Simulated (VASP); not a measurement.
Wanted: the native input for a VASP 6.6.1 run.

- Task: single point
- Functional: PBE
- Potentials or basis: VASP PAW PBE potentials, release 64 (Ho_3, Au, F), 4f in core
- Cutoff: 600 eV
- k mesh: 6 × 6 × 4
- Occupations: gaussian, width 0.02 eV
- Spin: no spin polarisation
- Dipole correction: no
- Mended: yes
- Further INCAR settings: ALGO = Normal; EDIFF = 1e-06; NBANDS = 33

The structure of HoAuF4 lies in POSCAR:

```
HoAuF4
1.0
    4.3197560256      0.0086174055      0.1714667659
   -0.0090000177      4.3193346911      0.1971567825
   -1.5431366856     -1.7409795955      7.7656202783
Ho Au F
1 1 4
Direct
    0.5000000000      0.0000000000      0.0000000000
    0.5000000000      0.0000000000      0.5000000000
    0.0000000000      0.0000000000      0.0000000000
    0.5000000000      0.5000000000      0.0000000000
    0.5809378856      0.0904181480      0.2742751818
    0.4190621144      0.9095818520      0.7257248182
```

These files were run (other wordings do the same):

INCAR

```
PREC = Accurate
ENCUT = 600
EDIFF = 1E-6
ISMEAR = 0
SIGMA = 0.02
LREAL = False
LASPH = True
NELM = 200
ALGO = Normal
ISIF = 2
LWAVE = False
LCHARG = True
GGA = PE
LELF = True
LVHAR = True
NBANDS = 33
GGA_COMPAT = False
LMAXMIX = 6
```

KPOINTS

```
regular mesh
0
Gamma
  6 6 4
```

Potentials or basis: VASP PAW PBE potentials, release 64 (Ho_3, Au, F), 4f in core.

Run with:

```bash
$ cat potpaw_PBE.64/Ho_3/POTCAR potpaw_PBE.64/Au/POTCAR potpaw_PBE.64/F/POTCAR > POTCAR
$ mpirun -np 1 vasp_std > vasp.out
```

It gave:

- Pressure: 0.6 GPa
- Largest force: 0.094 eV/Å
- Band gap on the k mesh: 2.79 eV (least direct gap 3.42 eV)

Caveat: spin-orbit coupling is left out, which moves the levels of the heavy elements; the 4f electrons are frozen in the core, so they carry no moment and show no levels.

Wall time 4.3 min on 1 thread of Intel(R) Xeon(R) 6975P-C (Granite Rapids), on a shared host, peak memory 0.57 GiB.
